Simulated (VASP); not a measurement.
# InP: vibrations by perturbation theory with PBEsol

InP:

```xyz
2
Lattice="0.0000 2.6836 2.6836 2.6836 0.0000 2.6836 2.6836 2.6836 0.0000" Properties=species:S:1:pos:R:3 pbc="T T T"
In    0.0000    0.0000    0.0000
P     2.6836    2.6836    2.6836
```

```yaml
Program: VASP 6.6.1
Task: vibrations by perturbation theory
Functional: PBEsol
Potentials_or_basis: VASP PAW PBE potentials, release 64 (In_d, P)
Cutoff: 520 eV
k_mesh: 14 × 14 × 14
Occupations: fermi-dirac, width 0.15 eV
Spin: no spin polarisation
Dipole_correction: no
Further_INCAR_settings: ALGO = Normal; EDIFF = 1e-08; NBANDS = 16; IBRION = 8; NSW = 1
```

The highest phonon frequency at Γ, LO-TO splitting left out is 201 cm⁻¹.

Phonon frequencies in cm⁻¹ (negative: imaginary):
| q point | frequencies |
| --- | --- |
| (0.000, 0.000, 0.000) | 0 0 0 201 201 201 |

Run time: 5.3 min on 1 thread of Intel(R) Xeon(R) Platinum 8488C (Sapphire Rapids) (shared host), peak memory 0.43 GiB.

Caveat: the cell wasn't relaxed at this level first, which shifts response properties.
